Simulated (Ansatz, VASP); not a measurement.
**Two plane-wave programs on YN**

```
CELL_PARAMETERS angstrom
0.00000 2.49606 2.49606
2.49606 0.00000 2.49606
2.49606 2.49606 0.00000
ATOMIC_POSITIONS crystal
Y 0.00000 0.00000 0.00000
N 0.50000 0.50000 0.50000
```

Alike in both runs: task single point; functional r2SCAN; k mesh 8 × 8 × 8; no spin polarisation.

```csv
,VASP,Ansatz
version,VASP 6.6.1,Ansatz 0.2.0
potentials or method,"VASP PAW PBE potentials, release 64 (Y_sv, N)","plane waves, PAW"
plane-wave cutoff (eV),660,500
occupations,"gaussian, width 0.01 eV",fixed
valence electrons in the cell,16,16
```

|  | VASP | Ansatz | Ansatz less VASP |
| --- | --- | --- | --- |
| gap on the k mesh at the Fermi level (eV) | 0.68 | 0.67 | -0.016 |
| pressure (GPa) | -8.5 | -8.8 | -0.29 |

VASP's potentials were made for PBE, not for r2SCAN.
